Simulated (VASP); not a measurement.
Write the native input for VASP 6.6.1 that does the following.

| Quantity | Value |
| --- | --- |
| Task | single point |
| Functional | PBEsol |
| Potentials or basis | VASP PAW PBE potentials, release 64 (Pb_d, S) |
| Cutoff | 520 eV |
| k mesh | 12 × 12 × 12 |
| Occupations | gaussian, width 0.1 eV |
| Spin | no spin polarisation |
| Dipole correction | no |
| Further INCAR settings | ALGO = Normal; EDIFF = 1e-07; NBANDS = 17 |

The structure of PbS lies in POSCAR:

```
PbS
1.0
    3.5999502127      0.0000000000      0.0000000000
    0.0000000000      3.5999502127      0.0000000000
    0.0000000000      0.0000000000      3.5999502127
Pb S
1 1
Direct
    0.0000000000      0.0000000000      0.0000000000
    0.5000000000      0.5000000000      0.5000000000
```

This cell differs from its parent crystal: strained.

One way to write it, as run:

INCAR

```
  PREC = Accurate
  ENCUT = 520
  EDIFF = 1E-7
  ISMEAR = 0
  SIGMA = 0.1
  LREAL = False
  LASPH = True
  NELM = 80
  ALGO = Normal
  ISIF = 2
  LWAVE = False
  LCHARG = False
  GGA = PS
  NBANDS = 17
```

KPOINTS

```
regular mesh
0
Gamma
  12 12 12
```

Potentials or basis: VASP PAW PBE potentials, release 64 (Pb_d, S).

Run with:

```bash
$ cat potpaw_PBE.64/Pb_d/POTCAR potpaw_PBE.64/S/POTCAR > POTCAR
$ mpirun -np 1 vasp_std > vasp.out
```

Results of the run:

```
Pressure               : -1.0 GPa
Band gap on the k mesh : zero (band 10 reaches 6.57 eV, above the bottom of band 11 at 5.83 eV)
```

Caveat: the cell differs from its parent crystal (strained); the PAW data sets were made with another functional, which shifts forces and pressure a little; spin-orbit coupling is left out, which moves the levels of the heavy elements.

It took 85 s on 1 thread of AMD EPYC 7R43 64-Core Processor (Zen 3) (shared host), peak memory 0.17 GiB.
